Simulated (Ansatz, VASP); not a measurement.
## One calculation of Al4GeRu, two programs

```
Al Ge Ru
1.0
     4.58823    0.00000    0.00000
    -2.29411    3.97352    0.00000
     0.00000    0.00000    5.23260
Al Ge Ru
4 1 1
Direct
  0.33333 0.66667 0.25387
  0.33333 0.66667 0.74613
  0.66667 0.33333 0.74613
  0.66667 0.33333 0.25387
  0.00000 0.00000 0.00000
  0.00000 0.00000 0.50000
```

Alike in both runs: functional PBE; k mesh 12 × 12 × 8; occupations gaussian, width 0.1 eV; no spin polarisation.

Ansatz relaxed the structure, and its values are those at the end. VASP's run is a single point on that final structure, the one shown.

|  | VASP | Ansatz |
| --- | --- | --- |
| version | VASP 6.6.1 | Ansatz 0.2.0 |
| potentials or method | VASP PAW PBE potentials, release 64 (Al, Ge_d, Ru_pv), cutoff 520 eV | scalar-relativistic, plane waves, PAW |
| valence electrons in the cell | 40 | 42 |

```tsv
	VASP	Ansatz	Ansatz less VASP
gap on the k mesh at the Fermi level (eV)	none	none	-
pressure (GPa)	0.0	0.0	-0.01
```

A gap of «none» marks a metal or a gap that the smearing closes. With one functional, cell and mesh, what is left measures potentials, basis and numerics. VASP's potentials hold 40 valence electrons a cell and Ansatz's 42, so a difference there can come from the potentials and not from the codes.
